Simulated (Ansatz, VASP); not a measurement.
## SnO2: VASP beside Ansatz

INCAR

```
  PREC = Accurate
  ENCUT = 520
  EDIFF = 1E-6
  ISMEAR = 0
  SIGMA = 0.05
  LREAL = F
  LASPH = T
  NELM = 100
  ALGO = Normal
  ISIF = 2
  LWAVE = F
  LCHARG = F
  GGA = PE
  NBANDS = 35
```

File KPOINTS:

```
Automatic mesh
0
Gamma
  6 6 8
```

The input POSCAR:

```
SnO2
1.0
    4.6588205247      0.0000000000      0.0000000000
    0.0000000000      4.6588337298      0.0000000000
    0.0000000000      0.0000000000      3.4645545711
Sn O
2 4
Direct
    0.5000000000      0.5000000000      0.5000000000
    0.0000000000      0.0000000000      0.0000000000
    0.3065724414      0.3066303347      0.0000000000
    0.8065724414      0.1933696653      0.5000000000
    0.1934275586      0.8066303347      0.5000000000
    0.6934275586      0.6933696653      0.0000000000
```

Input for Ansatz:

```yaml
crystal:
  lattice:
    - [4.6588205247, 0.0, 0.0]
    - [0.0, 4.6588337298, 0.0]
    - [0.0, 0.0, 3.4645545711]
  atoms:
    - { symbol: Sn, position: [0.5, 0.5, 0.5] }
    - { symbol: Sn, position: [0.0, 0.0, 0.0] }
    - { symbol: O, position: [0.3065724414, 0.3066303347, 0.0] }
    - { symbol: O, position: [0.8065724414, 0.1933696653, 0.5] }
    - { symbol: O, position: [0.1934275586, 0.8066303347, 0.5] }
    - { symbol: O, position: [0.6934275586, 0.6933696653, 0.0] }
basis:
  ecutwfc: 520.0
kpoints:
  mp_grid: { grid: [6, 6, 8] }
hamiltonian:
  xc: pbe
  pseudopotentials: { kind: paw, azcp: { folder: soft_1 } }
scf:
  occupations: { method: gaussian, width: 0.05 }
output:
  forces: true
  stress: true
  eigenvalues: true
```

Change from the starting cell: mode 4 frozen in at +0.000 Å, strain +e along z and -e/2 along x and y +0.0700.

Alike in both runs: task single point; functional PBE; k mesh 6 × 6 × 8; occupations gaussian, width 0.05 eV; no spin polarisation.

|  | VASP | Ansatz |
| --- | --- | --- |
| version | VASP 6.6.1 | Ansatz 0.2.0 |
| potentials or method | VASP PAW PBE potentials, release 64 (Sn_d, O), cutoff 520 eV | scalar-relativistic, plane waves, PAW |
| valence electrons in the cell | 52 | 52 |

```tsv
	VASP	Ansatz	Ansatz less VASP
gap on the k mesh at the Fermi level (eV)	0.45	0.46	+0.013
least direct gap on the mesh (eV)	0.45	0.46	+0.013
pressure (GPa)	-1.0	-1.6	-0.58
traceless stress, the component that is largest in VASP (GPa)	-11.77	-11.82	-0.058
rms of the force components (eV/Å)	0.112	0.106	-0.0056
```

Atom by atom the forces differ by 0.006 eV/Å (rms over components).
